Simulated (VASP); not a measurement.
Crystal: SiC (Moissanite 6H).

```
Si C
1.0
     3.07423    0.00000    0.00000
    -1.53711    2.66236    0.00000
     0.00000    0.00000   15.06818
Si C
6 6
Direct
  0.66667 0.33333 0.45830
  0.33333 0.66667 0.95830
  0.66667 0.33333 0.79170
  0.33333 0.66667 0.29170
  0.00000 0.00000 0.62500
  0.00000 0.00000 0.12500
  0.66667 0.33333 0.33330
  0.33333 0.66667 0.83330
  0.66667 0.33333 0.66670
  0.33333 0.66667 0.16670
  0.00000 0.00000 0.50000
  0.00000 0.00000 0.00000
```

Base run:

| Property | Result |
| --- | --- |
| Program | VASP 6.6.1 |
| Functional | PBEsol |
| Potentials or basis | VASP PAW PBE potentials, release 64 (Si, C) |
| Cutoff | 520 eV |
| k mesh | 10 × 10 × 2 |
| Occupations | fermi-dirac, width 0.05 eV |
| Spin | no spin polarisation |

Its results: band gap on the k mesh 1.90 eV, indirect (least direct gap 3.01 eV); pressure 1.6 GPa; largest force 0.147 eV/Å.

**Question.** After a change of settings the same cell gave: band gap on the k mesh 2.33 eV, indirect (least direct gap 3.42 eV); pressure 9.9 GPa; largest force 0.146 eV/Å. Which change was it?
A. functional from PBEsol to PBE exchange alone; further incar settings from ALGO = Normal; EDIFF = 1e-07; NBANDS = 36 to ALGO = Normal; EDIFF = 1e-06; NBANDS = 36
B. functional from PBEsol to PBE; further incar settings from ALGO = Normal; EDIFF = 1e-07; NBANDS = 36 to ALGO = Normal; EDIFF = 1e-06; NBANDS = 36
C. functional from PBEsol to BLYP
D. functional from PBEsol to RPBE; dispersion from none to D3(BJ)

**Answer.** C.

BLYP binds less tightly than PBEsol, so the same cell stands under more pressure.

Caveats: the PAW data sets were made with another functional, which shifts forces and pressure a little.
